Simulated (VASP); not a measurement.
# TiAl (P-6m2) in VASP: notebook, part 2 of 2

VASP 6.6.1. The steps go on from the part before.

## Step 4: Single point, PBEsol

This run uses another cell than the first one, of 17.21 Å³/atom.

The input, INCAR:

```
  PREC = Accurate
  ENCUT = 520
  EDIFF = 1E-6
  ISMEAR = 0
  SIGMA = 0.15
  LREAL = F
  LASPH = T
  NELM = 80
  ALGO = Fast
  ISIF = 2
  LWAVE = F
  LCHARG = F
  GGA = PS
  NBANDS = 14
```

The input, KPOINTS:

```
regular mesh
0
Gamma
  18 18 10
```

The input, POSCAR:

```
TiAl
1.0
    2.9330000000      0.0000000000      0.0000000000
   -1.4665000000      2.5400525093      0.0000000000
    0.0000000000      0.0000000000      4.6191923846
Ti Al
1 1
Direct
    0.0000000000      0.0000000000      0.0000000000
    0.3333333333      0.6666666667      0.5000000000
```

Potentials or basis: VASP PAW PBE potentials, release 64 (Ti_sv, Al).

The run is started by

```
$ cat potpaw_PBE.64/Ti_sv/POTCAR potpaw_PBE.64/Al/POTCAR > POTCAR
$ mpirun -np 1 vasp_std > vasp.out
```

OUTCAR:

```text
PREC = Accurate
   ENCUT = 520
   EDIFF = 1E-6
   ISMEAR = 0
   LREAL = F
   LASPH = T
   NELM = 80
   ISIF = 2
   GGA = PS

 ion  position               nearest neighbor table
   1  0.000  0.000  0.000-   2 2.86   2 2.86   2 2.86   2 2.86   2 2.86   2 2.86
   2  0.333  0.667  0.500-   1 2.86   1 2.86   1 2.86   1 2.86   1 2.86   1 2.86

  LATTYP: Found a hexagonal cell.
 ALAT       =     2.9330000000
 C/A-ratio  =     1.5749036429

  Lattice vectors:

 A1 = (   2.9330000000,   0.0000000000,   0.0000000000)
 A2 = (  -1.4665000000,   2.5400525093,   0.0000000000)
 A3 = (   0.0000000000,   0.0000000000,   4.6191923846)

Analysis of symmetry for initial positions (statically):
=====================================================================
 Subroutine PRICEL returns:
 Original cell was already a primitive cell.

 Routine SETGRP: Setting up the symmetry group for a
 hexagonal supercell.

 Subroutine GETGRP returns: Found 12 space group operations
 (whereof 12 operations were pure point group operations)
 out of a pool of 24 trial point group operations.

The static configuration has the point symmetry D_3h.

Analysis of symmetry for dynamics (positions and initial velocities):
=====================================================================
 Subroutine PRICEL returns:
 Original cell was already a primitive cell.

 Routine SETGRP: Setting up the symmetry group for a
 hexagonal supercell.

 Subroutine GETGRP returns: Found 12 space group operations
 (whereof 12 operations were pure point group operations)
 out of a pool of 24 trial point group operations.

The dynamic configuration has the point symmetry D_3h.

 Subroutine INISYM returns: Found 12 space group operations
 (whereof 12 operations are pure point group operations),
 and found     1 'primitive' translations

----------------------------------------------------------------------------------------

                                     Primitive cell

  volume of cell :      34.4129

  direct lattice vectors                    reciprocal lattice vectors
     2.933000000  0.000000000  0.000000000     0.340947835  0.196846324  0.000000000
    -1.466500000  2.540052509  0.000000000     0.000000000  0.393692649  0.000000000
     0.000000000  0.000000000  4.619192385     0.000000000  0.000000000  0.216488060

  length of vectors
     2.933000000  2.933000000  4.619192385     0.393692649  0.393692649  0.216488060

  position of ions in fractional coordinates (direct lattice)
     0.000000000  0.000000000  0.000000000
     0.333333333  0.666666667  0.500000000

  ion indices of the primitive-cell ions
   primitive index   ion index
                 1           1
                 2           2

----------------------------------------------------------------------------------------

 KPOINTS: regular mesh

Automatic generation of k-mesh.
 Grid dimensions read from file:
 generate k-points for:   18   18   10

 Generating k-lattice:

  Cartesian coordinates                     Fractional coordinates (reciprocal lattice)
     0.018941546  0.010935907  0.000000000     0.055555556  0.000000000  0.000000000
     0.000000000  0.021871814  0.000000000     0.000000000  0.055555556  0.000000000
     0.000000000  0.000000000  0.021648806     0.000000000  0.000000000  0.100000000

  Length of vectors
     0.021871814  0.021871814  0.021648806

  Shift w.r.t. Gamma in fractional coordinates (k-lattice)
     0.000000000  0.000000000  0.000000000

 Subroutine IBZKPT returns following result:
 ===========================================

 Found    222 irreducible k-points:

 Following reciprocal coordinates:
            Coordinates               Weight
  0.000000  0.000000  0.000000      1.000000
  0.055556  0.000000  0.000000      6.000000
  0.111111  0.000000  0.000000      6.000000
  0.166667  0.000000  0.000000      6.000000
  0.222222  0.000000  0.000000      6.000000
  0.277778  0.000000  0.000000      6.000000
[... 16 lines left out ...]
  0.333333  0.111111  0.000000     12.000000
  0.388889  0.111111  0.000000     12.000000
 [... further k-points ...]
   k-points           NKPTS =    222   k-points in BZ     NKDIM =    222   number of bands    NBANDS=     14
   number of dos      NEDOS =    301   number of ions     NIONS =      2
   total plane-waves  NPLWV =  20736
   dimension x,y,z NGX =    24 NGY =   24 NGZ =   36
   dimension x,y,z NGXF=    48 NGYF=   48 NGZF=   72
   ions per type =               1   1
   NGX,Y,Z   is equivalent  to a cutoff of  13.60, 13.60, 12.96 a.u.
   NGXF,Y,Z  is equivalent  to a cutoff of  27.21, 27.21, 25.91 a.u.
 SYSTEM =  unknown system
   PREC   = accura    normal or accurate (medium, high low for compatibility)
   ISTART =      0    job   : 0-new  1-cont  2-samecut
   ICHARG =      2    charge: 1-file 2-atom 10-const
   ISPIN  =      1    spin polarized calculation?
   LNONCOLLINEAR =      F non collinear calculations
   LSORBIT =      F    spin-orbit coupling
   LASPH  =      T    aspherical Exc in radial PAW
   ENCUT  =  520.0 eV  38.22 Ry    6.18 a.u.   5.45  5.45  8.59*2*pi/ulx,y,z
   NELM   =     80;   NELMIN=  2; NELMDL= -5     # of ELM steps
   EDIFF  = 0.1E-05   stopping-criterion for ELM
   LREAL  =      F    real-space projection
   EDIFFG = 0.1E-04   stopping-criterion for IOM
   NSW    =      0    number of steps for IOM
   IBRION =     -1    ionic relax: 0-MD 1-quasi-New 2-CG
   NFREE  =      0    steps in history (QN), initial steepest desc. (CG)
   ISIF   =      2    stress and relaxation
   ISYM   =      2    0-nonsym 1-usesym 2-fastsym
   POTIM  = 0.5000    time-step for ionic-motion
   TEBEG  =    0.0;   TEEND  =   0.0 temperature during run
   PSTRESS=    0.0 pullay stress
   NELECT =      15.0000    total number of electrons
   NUPDOWN=      -1.0000    fix difference up-down
   EMIN   =  10.00;   EMAX   =-10.00  energy-range for DOS
   EFERMI =   0.00;   METHOD = LEGACY
   ISMEAR =     0;   SIGMA  =   0.15  broadening in eV -4-tet -1-fermi 0-gaus
   EFERMI_NEDOS =   21; number of points for ismear=-14 and -15
   IALGO  =     68    algorithm
   IMIX   =      4    mixing-type and parameters
     AMIX     =   0.40;   BMIX     =  1.00
     AMIX_MAG =   1.60;   BMIX_MAG =  1.00
  volume/ion in A,a.u.               =      17.21       116.11
  Fermi-wavevector in a.u.,A,eV,Ry     =   1.241266  2.345653 20.963070  1.540742
  Thomas-Fermi vector in A             =   2.375671
   LORBIT       =      0    0 simple, 1 ext, 2 COOP (PROOUT), +10 PAW based schemes
   GGA     = PS    functional components
   LHFCALC =     F    Hartree Fock is set to
   AEXX    =    0.0000 exact exchange contribution
   IVDW    =     0    specifies the selected vdW correction
   LEPSILON=     F    determine dielectric tensor
   LRPA    =     F    only Hartree local field effects (RPA)
 non-spin polarized calculation
 RMM-DIIS sequential band-by-band and
 Gauss-broadening in eV      SIGMA  =   0.15
  energy-cutoff  :      520.00
  volume of cell :       34.41
 maximum number of plane-waves:       954
 NGX is ok and might be reduce to    24
   NGX = 11   NGY = 11   NGZ = 17

 number of electron      15.0000000 magnetization

 Free energy of the ion-electron system (eV)
  ---------------------------------------------------
  ext. energy  EPLUGINS =         0.00000000
  ---------------------------------------------------
  free energy    TOTEN  =       -12.90673255 eV

  energy without entropy =      -12.87605263  energy(sigma->0) =      -12.89139259

 E-fermi :   7.4189     XC(G=0): -10.8953

 val. band max:        7.4152478422   @ k =   0.3333   0.2778   0.3000
 cond. band min:       7.4189041277   @ k =   0.3333   0.3333   0.5000
 fundamental gap:      0.0036562855
 Fermi energy:         7.4188722551

 k-point     1 :       0.0000    0.0000    0.0000
  band No.  band energies     occupation
      1     -48.9613      2.00000
      2     -25.3777      2.00000
      3     -25.0168      2.00000
      4     -25.0168      2.00000
      5      -1.2693      2.00000
      6       5.2985      2.00000
      7       5.8968      2.00000
      8       8.6273      0.00000
      9       8.6273      0.00000
     10       9.9665      0.00000
     11       9.9665      0.00000
     12      11.5505      0.00000
     13      19.6499      0.00000
     14      19.6499      0.00000
[... 375 lines left out ...]
 k-point    24 :       0.3889    0.1111    0.0000
  band No.  band energies     occupation
      1     -48.8876      2.00000
      2     -25.4567      2.00000
      3     -25.3023      2.00000
      4     -25.1570      2.00000
      5       3.2459      2.00000
      6       5.4029      2.00000
      7       6.1184      2.00000
      8       6.7171      2.00000
      9       8.8932      0.00000
     10      10.3878      0.00000
     11      11.3199      0.00000
     12      12.0815      0.00000
     13      12.7558      0.00000
     14      13.6408      0.00000

 [... further k-points ...]
[... 5 lines left out ...]
  --------------------------------------------------------------------------------------
  -------------------------------------------------------------------------------------
  Total       -1.3736882     -1.3736882     -0.8249550      0.0000000     -0.0000000     -0.0000000
  in kB      -63.9555063    -63.9555063    -38.4078550      0.0000000     -0.0000000     -0.0000000
  external PRESSURE =     -55.4396225 kB  Pullay stress =       0.0000000 kB

 VOLUME and BASIS-vectors are now :
 -----------------------------------------------------------------------------
  energy-cutoff  :      520.00
  volume of cell :       34.41
      direct lattice vectors                 reciprocal lattice vectors
     2.933000000  0.000000000  0.000000000     0.340947835  0.196846324  0.000000000
    -1.466500000  2.540052509  0.000000000     0.000000000  0.393692649  0.000000000
     0.000000000  0.000000000  4.619192385     0.000000000  0.000000000  0.216488060

 POSITION                                       TOTAL-FORCE (eV/Angst)
 -----------------------------------------------------------------------------------
      0.00000      0.00000      0.00000         0.000000      0.000000      0.000000
     -0.00000      1.69337      2.30960        -0.000000      0.000000      0.000000
 -----------------------------------------------------------------------------------
    total drift:                                0.000000     -0.000000      0.000000

  FREE ENERGIE OF THE ION-ELECTRON SYSTEM (eV)
  ---------------------------------------------------
  free  energy   TOTEN  =       -12.9067325502 eV

  energy  without entropy=      -12.8760526293  energy(sigma->0) =      -12.89139259
```

OSZICAR:

```text
N       E                     dE             d eps       ncg     rms          rms(c)
DAV:   1     0.978662971525E+02    0.97866E+02   -0.70843E+03  6222   0.106E+03
DAV:   2    -0.880273089191E+01   -0.10667E+03   -0.10264E+03  6438   0.297E+02
DAV:   3    -0.145046255979E+02   -0.57019E+01   -0.55597E+01  9490   0.658E+01
[... 20 lines left out ...]
RMM:  24    -0.129067276187E+02   -0.29005E-05   -0.42335E-05  8223   0.398E-02    0.150E-02
RMM:  25    -0.129067295967E+02   -0.19781E-05   -0.21698E-05  7379   0.247E-02    0.105E-02
RMM:  26    -0.129067307111E+02   -0.11143E-05   -0.17085E-05  6944   0.184E-02    0.773E-03
RMM:  27    -0.129067317977E+02   -0.10866E-05   -0.12355E-05  6503   0.156E-02    0.933E-03
RMM:  28    -0.129067325502E+02   -0.75248E-06   -0.79168E-06  6069   0.112E-02
   1 F= -.12906733E+02 E0= -.12891393E+02  d E =-.306799E-01
```

stdout:

```text
POSCAR found type information on POSCAR TiAl
 POSCAR found :  2 types and       2 ions
 scaLAPACK will be used
 -----------------------------------------------------------------------------
|                                                                             |
|                                                                             |
|     You enforced a specific xc type in the INCAR file but a different       |
|     I HOPE YOU KNOW WHAT YOU ARE DOING!                                     |
|                                                                             |
 -----------------------------------------------------------------------------

 LDA part: xc-table for (Slater+PW92), standard interpolation
 POSCAR, INCAR and KPOINTS ok, starting setup
 FFT: planning ... GRIDC
 FFT: planning ... GRID_SOFT
 FFT: planning ... GRID
 WAVECAR not read
 entering main loop
WARNING in EDDRMM: call to ZHEGV failed, returncode =   8  4     14
WARNING in EDDRMM: call to ZHEGV failed, returncode =   6  3      5
WARNING in EDDRMM: call to ZHEGV failed, returncode =   6  3      5
WARNING in EDDRMM: call to ZHEGV failed, returncode =   8  4      5
WARNING in EDDRMM: call to ZHEGV failed, returncode =   6  3     10
```

Run time: 4.9 min. Hardware: 1 thread of Intel Xeon 8259CL, shared host; peak memory 0.24 GiB.

Results:

| Item | Value |
| --- | --- |
| Free energy | -12.9067 eV |
| Pressure | -5.5 GPa |
| Band gap on the k mesh | zero (an odd number of electrons rules out a gap without spin polarisation) |

Stress tensor (GPa, compression positive):
```
-6.40  0.00  0.00
 0.00 -6.40  0.00
 0.00  0.00 -3.84
```

Caveat: the cell stands under tension; the PAW data sets were made with another functional, which shifts forces and pressure a little.

## Step 5: Single point, PBEsol

This run uses another cell than the first one, of 17.32 Å³/atom.

The input, INCAR:

```
SYSTEM = TiAl
  ALGO = Fast
  EDIFF = 1E-6
  ENCUT = 520
  GGA = PS
  ISIF = 2
  ISMEAR = 0
  LASPH = .TRUE.
  LCHARG = .FALSE.
  LREAL = .FALSE.
  LWAVE = .FALSE.
  NBANDS = 14
  NELM = 80
  PREC = Accurate
  SIGMA = 0.15
```

The input, KPOINTS:

```
k-points
0
G
  18 18 10
  0 0 0
```

The input, POSCAR:

```
TiAl
1.0
    2.9425000000      0.0000000000      0.0000000000
   -1.4712500000      2.5482797506      0.0000000000
    0.0000000000      0.0000000000      4.6191923846
Ti Al
1 1
Direct
    0.0000000000      0.0000000000      0.0000000000
    0.3333333333      0.6666666667      0.5000000000
```

The run is started by

```
$ cat potpaw_PBE.64/Ti_sv/POTCAR potpaw_PBE.64/Al/POTCAR > POTCAR
$ mpirun -np 1 vasp_std > vasp.out
```

Run time: 5.4 min. Hardware: 1 thread of Intel Xeon 8259CL, shared host; peak memory 0.24 GiB.

It converged, with:

- Free energy: -12.8975 eV
- Pressure: -6.1 GPa
- Band gap on the k mesh: zero (an odd number of electrons rules out a gap without spin polarisation)

Stress tensor (GPa, compression positive):
```
-7.01  0.00  0.00
 0.00 -7.01  0.00
 0.00  0.00 -4.25
```

Levels at points of the mesh, in eV from the Fermi level:
```
           k point  band 6  band 7  band 8  band 9  band 10  band 11
(0.00, 0.00, 0.00)   -2.10   -1.49    1.20    1.20     2.52     2.52
(0.50, 0.00, 0.00)   -2.87   -1.40   -0.86    1.91     3.64     3.95
(0.00, 0.00, 0.50)   -5.10   -0.21    1.22    1.22     2.42     2.42
(0.50, 0.00, 0.50)   -2.30   -1.74    0.41    0.97     1.67     3.06
```

Caveat: the cell stands under tension; the PAW data sets were made with another functional, which shifts forces and pressure a little.

## Step 6: The runs side by side

| cell | gap on the mesh (eV) | pressure (GPa) |
| --- | --- | --- |
| a = 2.990, b = 2.990, c = 4.434 Å, angles 90.0, 90.0, 120.0°, 2 atoms | none | -4.3 |
| a = 2.819, b = 2.819, c = 4.989 Å, angles 90.0, 90.0, 120.0°, 2 atoms | none | -5.8 |
| a = 2.933, b = 2.933, c = 4.619 Å, angles 90.0, 90.0, 120.0°, 2 atoms | none | -5.5 |
| a = 2.942, b = 2.942, c = 4.619 Å, angles 90.0, 90.0, 120.0°, 2 atoms | none | -6.1 |

Alike in all rows: task single point; level PBEsol; potentials or basis VASP PAW PBE potentials, release 64 (Ti_sv, Al); no spin polarisation; k mesh 18 × 18 × 10; cutoff (eV) 520; smearing gaussian 0.15 eV.

Caveats: the cell stands under tension; the PAW data sets were made with another functional, which shifts forces and pressure a little.

Absolute energies hang on the potentials; compare differences alone.
